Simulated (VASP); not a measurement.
# Co (P6/mmm) in VASP: a series of runs, part 2 of 2

VASP 6.6.1. The steps go on from the part before.

**3. Single point, PBE, collinear spin, ferromagnetic start**

File INCAR:

```
PREC = Accurate
ENCUT = 600
EDIFF = 1E-6
ISMEAR = -1
SIGMA = 0.1
LREAL = F
LASPH = T
NELM = 200
ALGO = Normal
ISIF = 2
LWAVE = F
LCHARG = F
ISPIN = 2
MAGMOM = 1.7
LORBIT = 11
LMAXMIX = 4
GGA = PE
NBANDS = 18
GGA_COMPAT = F
```

File KPOINTS:

```
Automatic mesh
0
Gamma
  18 18 17
```

File POSCAR:

```
Co
1.0
    2.3867169088      0.0000000000      0.0000000000
   -1.1933584544      2.0669574746      0.0000000000
    0.0000000000      0.0000000000      2.2418192640
Co
1
Direct
    0.0000000000      0.0000000000      0.0000000000
```

Potentials or basis: VASP PAW PBE potentials, release 64 (Co_sv).

Started as:

```
> cat potpaw_PBE.64/Co_sv/POTCAR > POTCAR
> mpirun -np 1 vasp_std > vasp.out
```

OUTCAR:

```text
PREC = Accurate
   ENCUT = 600
   EDIFF = 1E-6
   ISMEAR = -1
   LREAL = F
   LASPH = T
   NELM = 200
   ISIF = 2
   ISPIN = 2
   LORBIT = 11
   GGA = PE

 ion  position               nearest neighbor table
   1  0.000  0.000  0.000-

  LATTYP: Found a hexagonal cell.
 ALAT       =     2.3867169088
 C/A-ratio  =     0.9392899743

  Lattice vectors:

 A1 = (   2.3867169088,   0.0000000000,   0.0000000000)
 A2 = (  -1.1933584544,   2.0669574746,   0.0000000000)
 A3 = (   0.0000000000,   0.0000000000,   2.2418192640)

Analysis of symmetry for initial positions (statically):
=====================================================================
 Subroutine PRICEL returns:
 Original cell was already a primitive cell.

 Routine SETGRP: Setting up the symmetry group for a
 hexagonal supercell.

 Subroutine GETGRP returns: Found 24 space group operations
 (whereof 24 operations were pure point group operations)
 out of a pool of 24 trial point group operations.

The static configuration has the point symmetry D_6h.

Analysis of symmetry for dynamics (positions and initial velocities):
=====================================================================
 Subroutine PRICEL returns:
 Original cell was already a primitive cell.

 Routine SETGRP: Setting up the symmetry group for a
 hexagonal supercell.

 Subroutine GETGRP returns: Found 24 space group operations
 (whereof 24 operations were pure point group operations)
 out of a pool of 24 trial point group operations.

The dynamic configuration has the point symmetry D_6h.

Analysis of structural, dynamic, and magnetic symmetry:
=====================================================================
 Subroutine PRICEL returns:
 Original cell was already a primitive cell.

 Routine SETGRP: Setting up the symmetry group for a
 hexagonal supercell.

 Subroutine GETGRP returns: Found 24 space group operations
 (whereof 24 operations were pure point group operations)
 out of a pool of 24 trial point group operations.

The overall configuration has the point symmetry D_6h.

[... 128 lines left out ...]
  energy-cutoff  :      600.00
  volume of cell :       11.06
 maximum number of plane-waves:       393
 NGX is ok and might be reduce to    20
   NGX =  9   NGY =  9   NGZ =  9

 number of electron      16.9999992 magnetization       1.6235984

 Free energy of the ion-electron system (eV)
  ---------------------------------------------------
  ext. energy  EPLUGINS =         0.00000000
  ---------------------------------------------------
  free energy    TOTEN  =        -6.58398624 eV

  energy without entropy =       -6.53167247  energy(sigma->0) =       -6.55782936

 E-fermi :  11.9698     XC(G=0): -13.7194

 val. band max:       11.9676806621   @ k =   0.2778   0.0556   0.2941
 cond. band min:      11.9717612699   @ k =   0.3889   0.0556   0.4706
 fundamental gap:      0.0040806079
 Fermi energy:        11.9697717561

 spin component 1

 k-point     1 :       0.0000    0.0000    0.0000
  band No.  band energies     occupation
      1     -84.2579      1.00000
      2     -47.3638      1.00000
      3     -47.2385      1.00000
      4     -47.2385      1.00000
      5       2.8545      1.00000
      6       7.3043      1.00000
[... 493 lines left out ...]
     17      47.4147      0.00000
     18      51.2738      0.00000

 [... further k-points ...]

 spin component 2

 k-point     1 :       0.0000    0.0000    0.0000
  band No.  band energies     occupation
      1     -82.2886      1.00000
      2     -45.3535      1.00000
      3     -45.3455      1.00000
      4     -45.3455      1.00000
      5       2.9932      1.00000
      6       8.3773      1.00000
[... 493 lines left out ...]
     17      47.4033      0.00000
     18      51.5381      0.00000

 [... further k-points ...]

------------------------ aborting loop because EDIFF is reached ----------------------------------------

  FORCE on cell =-STRESS in cart. coord.  units (eV):
  Direction    XX          YY          ZZ          XY          YZ          ZX
  --------------------------------------------------------------------------------------
  -------------------------------------------------------------------------------------
  Total        0.7848933      0.7848933      0.7893411      0.0000000     -0.0000000     -0.0000000
  in kB      113.7072564    113.7072564    114.3515962      0.0000000     -0.0000000     -0.0000000
  external PRESSURE =     113.9220363 kB  Pullay stress =       0.0000000 kB

 VOLUME and BASIS-vectors are now :
 -----------------------------------------------------------------------------
  energy-cutoff  :      600.00
  volume of cell :       11.06
      direct lattice vectors                 reciprocal lattice vectors
     2.386716909  0.000000000  0.000000000     0.418985593  0.241901445  0.000000000
    -1.193358454  2.066957475  0.000000000     0.000000000  0.483802890  0.000000000
     0.000000000  0.000000000  2.241819264     0.000000000  0.000000000  0.446066289

 POSITION                                       TOTAL-FORCE (eV/Angst)
 -----------------------------------------------------------------------------------
      0.00000      0.00000      0.00000         0.000000      0.000000      0.000000
 -----------------------------------------------------------------------------------
    total drift:                               -0.000000      0.000000     -0.000000

  FREE ENERGIE OF THE ION-ELECTRON SYSTEM (eV)
  ---------------------------------------------------
  free  energy   TOTEN  =        -6.5839862390 eV

  energy  without entropy=       -6.5316724711  energy(sigma->0) =       -6.55782936

 total charge

# of ion       s       p       d       tot
------------------------------------------
    1        2.263   6.114   6.742  15.120

 magnetization (x)

# of ion       s       p       d       tot
------------------------------------------
    1        0.005   0.001   1.622   1.628
```

It took 64 s on 1 thread of Intel Xeon 6975P-C (Granite Rapids), shared host; peak memory 0.22 GiB.

What came out:

- Free energy: -6.5840 eV
- Pressure: 11.4 GPa
- Net moment: 1.62 μB per cell
- Site moments: Co +1.63 μB
- Valence electrons inside the program's atomic spheres: Co 15.12

Levels at points of the mesh, in eV from the Fermi level:
Spin up:
| k point | band 5 | band 6 | band 7 | band 8 | band 9 | band 10 | band 11 | band 12 | band 13 | band 14 |
| --- | --- | --- | --- | --- | --- | --- | --- | --- | --- | --- |
| (0.00, 0.00, 0.00) | -9.12 | -4.67 | -2.71 | -2.71 | -0.85 | -0.85 | 20.25 | 22.63 | 25.46 | 26.53 |
| (0.50, 0.00, 0.00) | -5.33 | -4.07 | -2.07 | -1.10 | -0.71 | -0.38 | 5.68 | 16.83 | 22.91 | 26.63 |
Spin down:
| k point | band 5 | band 6 | band 7 | band 8 | band 9 | band 10 | band 11 | band 12 |
| --- | --- | --- | --- | --- | --- | --- | --- | --- |
| (0.00, 0.00, 0.00) | -8.98 | -3.59 | -1.22 | -1.22 | 1.37 | 1.37 | 20.62 | 22.44 |
| (0.50, 0.00, 0.00) | -4.40 | -2.97 | -0.65 | -0.01 | 1.09 | 1.33 | 6.66 | 17.11 |

Caveat: the cell stands under pressure.

**4. Single point, PBE, collinear spin, ferromagnetic start**

This run uses another cell than the first one, of 8.17 Å³/atom.

File INCAR:

```
SYSTEM = Co
PREC = Accurate ; ENCUT = 600
EDIFF = 1E-6 ; ISMEAR = -1
SIGMA = 0.1 ; LREAL = .FALSE.
LASPH = .TRUE. ; NELM = 200
ALGO = Normal ; ISIF = 2
LWAVE = .FALSE. ; LCHARG = .FALSE.
ISPIN = 2 ; MAGMOM = 2
LORBIT = 11 ; LMAXMIX = 4
GGA = PE ; NBANDS = 18
GGA_COMPAT = .FALSE.
```

File KPOINTS:

```
Automatic mesh
0
G
  22 22 21
  0 0 0
```

File POSCAR:

```
Co
1.0
    2.1537349862      0.0000000000      0.0000000000
   -1.0768674931      1.8651892111      0.0000000000
    0.0000000000      0.0000000000      2.0348808087
Co
1
Direct
    0.0000000000      0.0000000000      0.0000000000
```

Started as:

```
> cat potpaw_PBE.64/Co_sv/POTCAR > POTCAR
> mpirun -np 1 vasp_std > vasp.out
```

Wall time 6.9 min (1 thread of Intel Xeon Platinum 8259CL at 2.50GHz (Skylake/Cascade Lake), shared host); peak memory 0.26 GiB.

The run converged. Its results:

| Property | Result |
| --- | --- |
| Free energy | -5.4501 eV |
| Pressure | 135.3 GPa |
| Net moment | 0.10 μB per cell |
| Site moments | Co +0.10 μB |
| Valence electrons inside the program's atomic spheres | Co 15.47 |

Levels at points of the mesh, in eV from the Fermi level:
Spin up:
```csv
k point,band 6,band 7,band 8,band 9,band 10,band 11,band 12,band 13
"(0.00, 0.00, 0.00)",-5.71,-2.71,-2.71,0.82,0.82,24.57,25.23,31.45
"(0.50, 0.00, 0.00)",-4.58,-1.30,-0.65,0.40,1.08,9.21,21.00,29.08
```
Spin down:
```tsv
k point	band 6	band 7	band 8	band 9	band 10	band 11
(0.00, 0.00, 0.00)	-5.66	-2.63	-2.63	0.98	0.98	24.60
(0.50, 0.00, 0.00)	-4.52	-1.15	-0.64	0.56	1.18	9.27
```

Caveat: the cell stands under pressure.
